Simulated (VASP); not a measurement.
**Si2Ni: single point with PBE**

The system is Si2Ni.

```
Si Ni
1.0
     0.00000    2.77655    2.77655
     2.77655    0.00000    2.77655
     2.77655    2.77655    0.00000
Si Ni
2 1
Cartesian
  1.3883 1.3883 1.3883
  4.1648 4.1648 4.1648
  0.0000 0.0000 0.0000
```

```json
{
  "Program": "VASP 6.6.1",
  "Task": "single point",
  "Functional": "PBE",
  "Potentials or basis": "VASP PAW PBE potentials, release 64 (Si, Ni)",
  "Cutoff": "520 eV",
  "k mesh": "14 × 14 × 14",
  "Occupations": "gaussian, width 0.15 eV",
  "Spin": "collinear spin, ferromagnetic start",
  "Starting moments": "[0.0, 0.0, 1.0] μB",
  "Fixed moment": "1 μB"
}
```

- Pressure: -4.4 GPa
- Net moment: 1.00 μB per cell
- Site moments: Si +0.13; Ni +0.45 μB
- Valence electrons inside the program's atomic spheres: Si 1.55; Ni 9.60

Wall time 2.9 min on 1 thread of Intel Xeon 6975P-C, with other jobs on the host, peak memory 0.28 GiB.

Caveat: the total moment is fixed, so each spin has its own Fermi level.
